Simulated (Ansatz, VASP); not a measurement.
# Al2O3: VASP beside Ansatz

```
Al O
1.0
     2.95320    0.00000    0.00000
    -1.47660    2.55755    0.00000
     0.00000    0.00000    6.85850
Al O
2 3
Cartesian
  0.0000 0.0000 1.3082
  0.0000 0.0000 5.5503
  0.0000 1.7050 1.9484
  1.4766 0.8525 0.0000
  0.0000 1.7050 4.9101
```

Alike in both runs: task single point; functional PBE; dispersion D3(BJ); k mesh 9 × 9 × 4; occupations gaussian, width 0.05 eV; no spin polarisation.

|  | VASP | Ansatz |
| --- | --- | --- |
| version | VASP 6.6.1 | Ansatz 0.2.0 |
| potentials or method | VASP PAW PBE potentials, release 64 (Al, O), cutoff 520 eV | scalar-relativistic, plane waves, PAW |
| valence electrons in the cell | 24 | 24 |

|  | VASP | Ansatz | Ansatz less VASP |
| --- | --- | --- | --- |
| gap on the k mesh at the Fermi level (eV) | 3.52 | 3.55 | +0.023 |
| least direct gap on the mesh (eV) | 3.60 | 3.63 | +0.022 |
| pressure (GPa) | -4.3 | -4.3 | 0.00 |
| traceless stress, the component that is largest in VASP (GPa) | 18.64 | 18.88 | +0.240 |
| rms of the force components (eV/Å) | 0.506 | 0.496 | -0.0106 |

Atom by atom the forces differ by 0.014 eV/Å (rms over components).
